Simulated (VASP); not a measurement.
Write the native input for VASP 6.6.1 that does the following.

| Property | Result |
| --- | --- |
| Task | single point |
| Functional | PBE |
| Potentials or basis | VASP PAW PBE potentials, release 64 (Cu, O) |
| Cutoff | 520 eV |
| k mesh | 14 × 14 × 8 |
| Occupations | gaussian, width 0.1 eV |
| Spin | no spin polarisation |
| Dipole correction | no |
| Further INCAR settings | ALGO = Normal; EDIFF = 1e-07; NBANDS = 25 |

The structure of CuO lies in POSCAR:

```
CuO
1.0
    1.9909680000     -2.1535500000      0.0000000000
    1.9909680000      2.1535500000      0.0000000000
    0.0000000000      0.0000000000      5.1559280000
Cu O
2 2
Direct
    0.0000000000      0.5000000000      0.0000000000
    0.5000000000      0.5000000000      0.7500000000
    0.5000000000      0.5000000000      0.2500000000
    0.5000000000      0.0000000000      0.5000000000
```

These files were run (other wordings do the same):

INCAR

```
SYSTEM = CuO
ALGO = Normal
EDIFF = 1E-7
ENCUT = 520
GGA = PE
ISIF = 2
ISMEAR = 0
LASPH = .TRUE.
LCHARG = .FALSE.
LREAL = .FALSE.
LWAVE = .FALSE.
NBANDS = 25
NELM = 60
PREC = Accurate
SIGMA = 0.1
```

KPOINTS

```
k-points
0
G
  14 14 8
  0 0 0
```

Potentials or basis: VASP PAW PBE potentials, release 64 (Cu, O).

The run is started by

```sh
$ cat potpaw_PBE.64/Cu/POTCAR potpaw_PBE.64/O/POTCAR > POTCAR
$ mpirun -np 1 vasp_std > vasp.out
```

Results of the run:

- Pressure: 28.1 GPa
- Largest force: 8.621 eV/Å
- Band gap on the k mesh: zero (band 17 reaches 4.56 eV, above the bottom of band 18 at 3.62 eV)

Caveat: semilocal functionals often make such compounds metallic where correlation or magnetic order opens a gap, which also shifts bond lengths; forces of over 1 eV/Å act on the atoms, so gaps and moduli don't describe the material at rest.

Wall time 4.4 min on 1 thread of Intel(R) Xeon(R) 6975P-C (Granite Rapids) (shared host), peak memory 0.52 GiB.
